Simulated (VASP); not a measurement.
The system is BeTe.

```
CELL_PARAMETERS angstrom
1.78700 -4.79745 0.00000
1.78700 4.79745 0.00000
0.00000 0.00000 3.56915
ATOMIC_POSITIONS crystal
Be 0.50000 0.50000 0.50000
Te 0.00000 0.00000 0.00000
```

Base run:

```yaml
Program: VASP 6.6.1
Functional: PBE
Potentials_or_basis: VASP PAW PBE potentials, release 64 (Be, Te)
Cutoff: 520 eV
k_mesh: 8 × 8 × 8
Occupations: fermi-dirac, width 0.05 eV
Spin: no spin polarisation
```

Its results: band gap on the k mesh zero (band 4 reaches 3.54 eV, above the bottom of band 5 at 2.07 eV); pressure 0.1 GPa.

Task: The run is repeated on the same cell with these changes: k mesh from 8 × 8 × 8 to 5 × 5 × 5; occupations from fermi-dirac, width 0.05 eV to fermi-dirac, width 0.03 eV. What comes out?

Result: Band gap on the k mesh zero (band 4 reaches 3.05 eV, above the bottom of band 5 at 2.25 eV); pressure -0.4 GPa.

Caveats: some runs use coarse meshes; spin-orbit coupling is left out, which moves the levels of the heavy elements.
